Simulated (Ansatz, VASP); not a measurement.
Sb in VASP and in Ansatz

Contents of POSCAR:

```
Sb
1.0
    0.1733647600      2.3885337500      2.4958692300
    2.4173055400      0.0646925500      2.6045414300
    2.3204533900      2.4003538000      0.1615447000
Sb
1
Direct
    0.0000000000      0.0000000000      0.0000000000
```

File INCAR.step1:

```
ALGO = Normal ; EDIFF = 1E-5
ENCUT = 520 ; GGA = PE
ISIF = 2 ; ISMEAR = -1
LASPH = True ; LREAL = False
LWAVE = True ; NBANDS = 8
NELM = 100 ; PREC = Accurate
SIGMA = 0.05
```

INCAR.step2

```
AEXX = 0.25 ; ALGO = Normal
EDIFF = 1E-7 ; ENCUT = 520
ISIF = 2 ; ISMEAR = -1
ISTART = 1 ; LASPH = True
LCHARG = True ; LELF = True
LHFCALC = True ; LMIXTAU = True
LREAL = False ; LVHAR = True
LWAVE = False ; METAGGA = R2SCAN
NBANDS = 8 ; NELM = 100
PREC = Accurate ; PRECFOCK = Normal
SIGMA = 0.05
```

The input KPOINTS:

```
k-points
0
Gamma
  6 6 6
```

File input.yaml:

```yaml
crystal:
  lattice:
    - [0.17336476, 2.38853375, 2.49586923]
    - [2.41730554, 0.06469255, 2.60454143]
    - [2.32045339, 2.4003538, 0.1615447]
  atoms:
    - { symbol: Sb, position: [0.0, 0.0, 0.0] }
hamiltonian:
  xc: r2scan0
  pseudopotentials: { kind: paw }
kpoints:
  mp_grid: { grid: [6, 6, 6] }
scf:
  occupations: { method: fermi_dirac, width: 0.05 }
  n_extra_bands: 6
output:
  forces: true
  stress: true
  eigenvalues: true
  dos: { projected: true, de: 0.05 }
```

Alike in both runs: functional r2SCAN0; k mesh 6 × 6 × 6; occupations fermi-dirac, width 0.05 eV; no spin polarisation.

|  | VASP | Ansatz |
| --- | --- | --- |
| version | VASP 6.6.1 | Ansatz 0.2.0 |
| potentials or method | VASP PAW PBE potentials, release 64 (Sb) | Ansatz PAW |
| plane-wave cutoff (eV) | 520 | 500 |
| valence electrons in the cell | 5 | 15 |
| task | single point | projected density of states |

|  | VASP | Ansatz | Ansatz less VASP |
| --- | --- | --- | --- |
| gap on the k mesh at the Fermi level (eV) | none | none | - |
| pressure (GPa) | -0.7 | 0.5 | +1.21 |
| traceless stress, the component that is largest in VASP (GPa) | -4.50 | -4.53 | -0.038 |

VASP's potentials were made for PBE, not for r2SCAN0. A gap of «none» marks a metal or a gap that the smearing closes. The functional is the same, so the differences come from potentials, cutoffs and numerics. VASP's potentials hold 5 valence electrons a cell and Ansatz's 15, so a difference there can come from the potentials and not from the codes.

The k mesh is coarse, so the values compare programs but aren't converged. Neither program's run includes spin-orbit coupling.
